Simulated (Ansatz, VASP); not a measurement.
**One calculation of Ir, two programs**

INCAR

```
SYSTEM = Ir
  PREC = Accurate
  ENCUT = 520
  EDIFF = 1E-6
  ISMEAR = 1
  SIGMA = 0.3
  LREAL = .False.
  LASPH = .True.
  NELM = 100
  ALGO = Normal
  ISIF = 2
  LWAVE = .False.
  LCHARG = .False.
  GGA = PS
  NBANDS = 16
```

The input KPOINTS:

```
Automatic mesh
0
Gamma
  3 12 4
  0 0 0
```

The input POSCAR:

```
Ir
1.0
   12.2384552500      0.0000000000      0.0000000000
    0.0000000000      2.2334312600      0.0000000000
    0.0000000000      0.0000000000      7.1930008000
Ir
2
Direct
    0.2500000000      0.0000000000      0.1639884000
    0.7500000000      0.0000000000      0.8360116000
```

Input for Ansatz:

```yaml
crystal:
  lattice:
    bravais: orthorhombic
    a: 12.23845525
    b: 2.23343126
    c: 7.1930008
  space_group: 51
  setting:
    hermann_mauguin: Pmma
  atoms:
    - { symbol: Ir, position: [0.25, 0.0, 0.1639884] }
basis:
  ecutwfc: 470.0
kpoints:
  mp_grid:
    grid: [3, 12, 4]
hamiltonian:
  xc: pbesol
  pseudopotentials:
    kind: paw
scf:
  occupations:
    method: cold
    width: 0.3
output:
  forces: true
  stress: true
```

Alike in both runs: task single point; functional PBEsol; k mesh 3 × 12 × 4; no spin polarisation.

|  | VASP | Ansatz |
| --- | --- | --- |
| version | VASP 6.6.1 | Ansatz 0.2.0 |
| potentials or method | VASP PAW PBE potentials, release 64 (Ir), cutoff 520 eV | plane waves, PAW |
| occupations | methfessel-paxton of order 1, width 0.3 eV | cold, width 0.3 eV |
| valence electrons in the cell | 18 | 34 |

|  | VASP | Ansatz | Ansatz less VASP |
| --- | --- | --- | --- |
| pressure (GPa) | 0.3 | 0.3 | -0.05 |
| traceless stress, the component that is largest in VASP (GPa) | 0.68 | 0.56 | -0.116 |

VASP's potentials were made for PBE, not for PBEsol. VASP's potentials hold 18 valence electrons a cell and Ansatz's 34, so a difference there can come from the potentials and not from the codes.

Neither program's run includes spin-orbit coupling.
